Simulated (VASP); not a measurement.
## KHf3: single point with PBE

The system is KHf3.

```
K Hf
1.0
     4.64634    0.00000    0.00000
     0.00000    4.64634    0.00000
     0.00000    0.00000    4.64634
K Hf
1 3
Cartesian
  0.0000 0.0000 0.0000
  0.0000 2.3232 2.3232
  2.3232 0.0000 2.3232
  2.3232 2.3232 0.0000
```

```yaml
Program: VASP 6.6.1
Task: single point
Functional: PBE
Potentials_or_basis: VASP PAW PBE potentials, release 64 (K_sv, Hf_pv)
Cutoff: 520 eV
k_mesh: 10 × 10 × 10
Occupations: gaussian, width 0.1 eV
Spin: no spin polarisation
```

```json
{"Pressure": "-0.1 GPa"}
```

Levels at points of the mesh, in eV from the Fermi level:
| k point | band 17 | band 18 | band 19 | band 20 | band 21 | band 22 | band 23 | band 24 |
| --- | --- | --- | --- | --- | --- | --- | --- | --- |
| (0.00, 0.00, 0.00) | -2.16 | -1.27 | -1.27 | -1.27 | 2.11 | 2.11 | 2.11 | 2.82 |
| (0.50, 0.00, 0.00) | -0.67 | -0.62 | 0.09 | 0.09 | 0.32 | 0.32 | 0.89 | 1.37 |
| (0.50, 0.50, 0.00) | -0.79 | -0.36 | 0.12 | 0.12 | 0.48 | 0.52 | 0.52 | 0.98 |
| (0.50, 0.50, 0.50) | -1.55 | 0.34 | 0.92 | 0.92 | 0.92 | 1.41 | 1.41 | 1.41 |

Wall time 4 min on 1 thread of Intel Xeon 8259CL, on a shared host, peak memory 0.29 GiB.

Caveat: spin-orbit coupling is left out, which moves the levels of the heavy elements.
